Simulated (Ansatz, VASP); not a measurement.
## VSi: VASP beside Ansatz

```
V Si
1.0
     2.81012    0.00000    0.00000
     0.00000    2.81012    0.00000
     0.00000    0.00000    3.68326
V Si
1 1
Direct
  0.50000 0.50000 0.50000
  0.00000 0.00000 0.00000
```

Alike in both runs: task relaxation of cell and atoms; functional PBE; k mesh 6 × 6 × 6; occupations gaussian, width 0.1 eV; no spin polarisation.

|  | VASP | Ansatz |
| --- | --- | --- |
| version | VASP 6.6.1 | Ansatz 0.2.0 |
| potentials or method | VASP PAW PBE potentials, release 64 (V_sv, Si), cutoff 600 eV | scalar-relativistic, plane waves, PAW |
| valence electrons in the cell | 17 | 17 |

|  | VASP | Ansatz | Ansatz less VASP |
| --- | --- | --- | --- |
| gap on the k mesh at the Fermi level, each at its own relaxed structure (eV) | none | none | - |
| relaxed volume (Å³/atom) | 12.74 | 12.73 | -0.011 |
| relaxed length of the cell vector where the two differ most in proportion (Å) | 2.608 | 2.607 | -0.0018 |

A gap of «none» marks a metal or a gap that the smearing closes.

The k mesh is coarse, so the values compare programs but aren't converged.
